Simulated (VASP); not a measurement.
Here is a VASP 6.6.1 calculation.

The input INCAR:

```
PREC = Accurate
ENCUT = 520
EDIFF = 1E-6
ISMEAR = -1
SIGMA = 0.05
LREAL = F
LASPH = T
NELM = 80
ALGO = Normal
ISIF = 2
LWAVE = F
LCHARG = F
GGA = PE
IVDW = 12
NBANDS = 12
```

The input KPOINTS:

```
regular mesh
0
Gamma
  9 9 9
```

File POSCAR:

```
As
1.0
    1.8926420653      1.0927174059      3.3685585402
   -1.8926420653      1.0927174059      3.3685585402
    0.0000000000     -2.1854348118      3.3685585402
As
2
Direct
    0.2301515075      0.2301515075      0.2301515075
    0.7698484925      0.7698484925      0.7698484925
```

Potentials or basis: VASP PAW PBE potentials, release 64 (As).

Command:

```console
$ cat potpaw_PBE.64/As/POTCAR > POTCAR
$ mpirun -np 1 vasp_std > vasp.out
```

(1) Predict the largest force.

(2) Estimate the band gap on the k mesh.

(3) Estimate the dispersion energy per atom.

(4) What does it give for the pressure?

Answers

(1) 0.052 eV/Å.

(2) 0.09 eV, indirect (least direct gap 0.60 eV).

(3) -0.433 eV.

(4) 0.3 GPa.
